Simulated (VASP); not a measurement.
Set up this calculation in VASP 6.6.1, as the native input.

```
Task                   : single point
Functional             : r2SCAN
Potentials or basis    : VASP PAW PBE potentials, release 64 (Ba_sv, Zr_sv, O_h)
Cutoff                 : 1480 eV
k mesh                 : 6 × 6 × 6
Occupations            : gaussian, width 0.01 eV
Spin                   : no spin polarisation
Dipole correction      : no
Further INCAR settings : ALGO = Normal; EDIFF = 1e-06; NBANDS = 28
```

BaZrO3:

```
Ba Zr O
1.0
     4.17251    0.00000    0.00000
     0.00000    4.17251    0.00000
     0.00000    0.00000    4.17251
Ba Zr O
1 1 3
Direct
  0.00000 0.00000 0.00000
  0.50000 0.50000 0.50000
  0.00000 0.50000 0.50000
  0.50000 0.00000 0.50000
  0.50000 0.50000 0.00000
```

These files were run (other wordings do the same):

POSCAR

```
BaZrO3
1.0
    4.1725136757      0.0000000000      0.0000000000
    0.0000000000      4.1725136757      0.0000000000
    0.0000000000      0.0000000000      4.1725136757
Ba Zr O
1 1 3
Direct
    0.0000000000      0.0000000000      0.0000000000
    0.5000000000      0.5000000000      0.5000000000
    0.0000000000      0.5000000000      0.5000000000
    0.5000000000      0.0000000000      0.5000000000
    0.5000000000      0.5000000000      0.0000000000
```

INCAR.step1

```
ALGO = Normal
EDIFF = 1E-5
ENCUT = 1480
GGA = PE
GGA_COMPAT = F
ISMEAR = 0
LASPH = T
LCHARG = F
LREAL = F
LWAVE = T
NBANDS = 28
NELM = 120
PREC = Accurate
SIGMA = 0.01
```

INCAR.step2

```
ALGO = Normal
EDIFF = 1E-6
ENCUT = 1480
GGA_COMPAT = F
ISIF = 2
ISMEAR = 0
ISTART = 1
LASPH = T
LCHARG = F
LMIXTAU = T
LREAL = F
LWAVE = F
METAGGA = R2SCAN
NBANDS = 28
NELM = 120
PREC = Accurate
SIGMA = 0.01
```

KPOINTS

```
k-points
0
Gamma
  6 6 6
```

Potentials or basis: VASP PAW PBE potentials, release 64 (Ba_sv, Zr_sv, O_h).

Launch:

```sh
$ cat potpaw_PBE.64/Ba_sv/POTCAR potpaw_PBE.64/Zr_sv/POTCAR potpaw_PBE.64/O_h/POTCAR > POTCAR
$ cp INCAR.step1 INCAR
$ mpirun -np 1 vasp_std > vasp.out
$ cp INCAR.step2 INCAR
$ mpirun -np 1 vasp_std > vasp.out
```

Results of the run:

```
Pressure               : 5.0 GPa
Band gap on the k mesh : 3.75 eV (least direct gap 3.97 eV)
```

Caveat: the cell stands under pressure; the PAW data sets were made with another functional, which shifts forces and pressure a little; spin-orbit coupling is left out, which moves the levels of the heavy elements.

Run time: 5.4 min on 1 thread of Intel(R) Xeon(R) 6975P-C (Granite Rapids), with other jobs on the host, peak memory 0.56 GiB.
